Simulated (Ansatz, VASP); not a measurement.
## In3Se: VASP beside Ansatz

```
In Se
1.0
     4.79044    0.00000    0.00000
     0.00000    4.79044    0.00000
     0.00000    0.00000    4.79044
In Se
3 1
Direct
  0.00000 0.50000 0.50000
  0.50000 0.00000 0.50000
  0.50000 0.50000 0.00000
  0.00000 0.00000 0.00000
```

Alike in both runs: functional PBE; k mesh 10 × 10 × 10; occupations gaussian, width 0.1 eV; no spin polarisation.

Ansatz relaxed the structure, and its values are those at the end. VASP's run is a single point on that final structure, the one shown.

```csv
,VASP,Ansatz
version,VASP 6.6.1,Ansatz 0.2.0
potentials or method,"VASP PAW PBE potentials, release 64 (In_d, Se), cutoff 520 eV","scalar-relativistic, plane waves, PAW"
valence electrons in the cell,45,55
```

|  | VASP | Ansatz | Ansatz less VASP |
| --- | --- | --- | --- |
| gap on the k mesh at the Fermi level (eV) | none | none | - |
| pressure (GPa) | -0.1 | 0.0 | +0.02 |

A gap of «none» marks a metal or a gap that the smearing closes. The functional is the same, so the differences come from potentials, cutoffs and numerics. VASP's potentials hold 45 valence electrons a cell and Ansatz's 55, so a difference there can come from the potentials and not from the codes.
